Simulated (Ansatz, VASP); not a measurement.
Two plane-wave programs on Pd

INCAR

```
ALGO = Normal ; EDIFF = 1E-6
ENCUT = 520 ; GGA = PE
ISIF = 2 ; ISMEAR = 1
LASPH = True ; LCHARG = True
LELF = True ; LREAL = False
LVHAR = True ; LWAVE = False
NBANDS = 11 ; NELM = 100
PREC = Accurate ; SIGMA = 0.1
```

File KPOINTS:

```
k-points
0
Gamma
  14 14 14
```

Contents of POSCAR:

```
Pd
1.0
    0.0000000000      1.9734737307      1.9734737307
    1.9734737307      0.0000000000      1.9734737307
    1.9734737307      1.9734737307      0.0000000000
Pd
1
Direct
    0.0000000000      0.0000000000      0.0000000000
```

Input for Ansatz:

```yaml
crystal:
  lattice:
    - [0.0, 1.9734737307, 1.9734737307]
    - [1.9734737307, 0.0, 1.9734737307]
    - [1.9734737307, 1.9734737307, 0.0]
  atoms:
    - { symbol: Pd, position: [0.0, 0.0, 0.0] }
hamiltonian:
  xc: pbe
  pseudopotentials:
    kind: paw
    azcp:
      Pd: "pseudopotentials/Pd.paw.azcp"
basis:
  ecutwfc: 420
  fft_grid_basis: typed
kpoints:
  mp_grid: { grid: [14, 14, 14], shift: [0, 0, 0] }
magnetization:
  spin_polarized: false
scf:
  occupations: { method: methfessel_paxton, width: 0.1 }
  lower_state_search: "off"
output:
  stress: true
```

Alike in both runs: task single point; functional PBE; k mesh 14 × 14 × 14; occupations methfessel-paxton of order 1, width 0.1 eV; no spin polarisation.

|  | VASP | Ansatz |
| --- | --- | --- |
| version | VASP 6.6.1 | Ansatz 0.2.0 |
| potentials or method | VASP PAW PBE potentials, release 64 (Pd), cutoff 520 eV | plane waves (420 eV) with PAW, scalar-relativistic |
| valence electrons in the cell | 10 | 18 |

Ansatz gave:

- pressure (GPa): -0.4

Problem. Estimate VASP's values.

Solution. Pressure (GPa): -0.7.

The functional is the same, so the differences come from potentials, cutoffs and numerics. VASP's potentials hold 10 valence electrons a cell and Ansatz's 18, so a difference there can come from the potentials and not from the codes.
